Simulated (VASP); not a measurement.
Write the native input for VASP 6.6.1 that does the following.

| Item | Value |
| --- | --- |
| Task | single point |
| Functional | PBE |
| Potentials or basis | VASP PAW PBE potentials, release 64 (Mo_sv, Se) |
| Cutoff | 520 eV |
| k mesh | 12 × 12 × 12 |
| Occupations | gaussian, width 0.1 eV |
| Spin | no spin polarisation |
| Hubbard terms | Mo d U = 4.38 eV |
| Dipole correction | no |
| Further INCAR settings | ALGO = Normal; EDIFF = 1e-07; NBANDS = 17 |

The structure of MoSe lies in POSCAR:

```
MoSe
1.0
    3.5333486654      0.0000000000      0.0000000000
    0.0000000000      3.5333486654      0.0000000000
    0.0000000000      0.0000000000      3.5333486654
Mo Se
1 1
Direct
    0.0000000000      0.0000000000      0.0000000000
    0.5000000000      0.5000000000      0.5000000000
```

One way to write it, as run:

INCAR

```
PREC = Accurate
ENCUT = 520
EDIFF = 1E-7
ISMEAR = 0
SIGMA = 0.1
LREAL = False
LASPH = True
NELM = 150
ALGO = Normal
ISIF = 2
LWAVE = False
LCHARG = False
LMAXMIX = 4
LDAU = True
LDAUTYPE = 2
LDAUL = 2 -1
LDAUU = 4.38 0
LDAUJ = 0 0
LDAUPRINT = 1
GGA = PE
NBANDS = 17
```

KPOINTS

```
Automatic mesh
0
Gamma
  12 12 12
```

Potentials or basis: VASP PAW PBE potentials, release 64 (Mo_sv, Se).

Command:

```console
$ cat potpaw_PBE.64/Mo_sv/POTCAR potpaw_PBE.64/Se/POTCAR > POTCAR
$ mpirun -np 1 vasp_std > vasp.out
```

It gave:

- Pressure: -12.1 GPa
- Band gap on the k mesh: 0.71 eV, indirect (least direct gap 0.90 eV)

Run time: 7.1 min on 1 thread of Intel(R) Xeon(R) Platinum 8488C (Sapphire Rapids), with other jobs on the host, peak memory 0.2 GiB.
